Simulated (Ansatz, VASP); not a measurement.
# One calculation of SiC5, two programs

Contents of INCAR:

```
SYSTEM = SiC5
PREC = Accurate
ENCUT = 600
EDIFF = 1E-6
ISMEAR = 0
SIGMA = 0.1
LREAL = .False.
LASPH = .True.
NELM = 80
ALGO = Normal
ISIF = 3
LWAVE = .False.
LCHARG = .False.
GGA = PE
IBRION = 2
NSW = 90
EDIFFG = -0.04
```

Contents of KPOINTS:

```
regular mesh
0
Gamma
  6 6 4
  0 0 0
```

The input POSCAR:

```
SiC5
1.0
    4.9585570500      0.0000000000      0.0000000000
   -2.4792785200      4.2942363700      0.0000000000
    0.0000000000      0.0000000000      4.0406075900
Si C
1 5
Direct
    0.0000000000      0.0000000000      0.0000000000
    0.3333333300      0.6666666700      0.0000000000
    0.6666666700      0.3333333300      0.0000000000
    0.5000000000      0.0000000000      0.5000000000
    0.5000000000      0.5000000000      0.5000000000
    0.0000000000      0.5000000000      0.5000000000
```

Input for Ansatz:

```yaml
crystal:
  lattice:
    - [4.95855705, 0.0, 0.0]
    - [-2.47927852, 4.29423637, 0.0]
    - [0.0, 0.0, 4.04060759]
  atoms:
    - { symbol: Si, position: [0.0, 0.0, 0.0] }
    - { symbol: C, position: [0.33333333, 0.66666667, 0.0] }
    - { symbol: C, position: [0.66666667, 0.33333333, 0.0] }
    - { symbol: C, position: [0.5, 0.0, 0.5] }
    - { symbol: C, position: [0.5, 0.5, 0.5] }
    - { symbol: C, position: [0.0, 0.5, 0.5] }
basis:
  ecutwfc: 420
kpoints:
  mp_grid: { grid: [6, 6, 4] }
hamiltonian:
  xc: pbe
scf:
  occupations: { method: gaussian, width: 0.1 }
  lower_state_search: "off"
output:
  forces: true
  stress: true
  eigenvalues: true
relax:
  adjacent_minimum: "off"
  f_tol: 0.04
  max_steps: 70
  cell: { stress_tol: 0.4 }
```

Change from the starting cell: species swapped into the HoNi5 type (P6/mmm, No. 191).

Alike in both runs: task relaxation of cell and atoms; functional PBE; k mesh 6 × 6 × 4; occupations gaussian, width 0.1 eV; no spin polarisation.

```csv
,VASP,Ansatz
version,VASP 6.6.1,Ansatz 0.2.0
potentials or method,"VASP PAW PBE potentials, release 64 (Si, C), cutoff 600 eV","scalar-relativistic, plane waves, PAW"
valence electrons in the cell,24,24
```

Ansatz gave:

```
gap on the k mesh at the Fermi level, each at its own relaxed structure (eV) : none
relaxed volume (Å³/atom)                                                     : 13.48
relaxed cell length with the largest relative difference (Å)                 : 8.405
```

Q: Which values does VASP return?

A: gap on the k mesh at the Fermi level, each at its own relaxed structure (eV): none; relaxed volume (Å³/atom): 9.71; relaxed cell length with the largest relative difference (Å): 6.013.

A gap of «none» marks a metal or a gap that the smearing closes. One of these differences is far larger than is usual between the two programs; its cause wasn't traced.

The k mesh is coarse, so the values compare programs but aren't converged. Noted on VASP's run: the volume moved by over 15 % at a fixed basis, so the end points are rough.
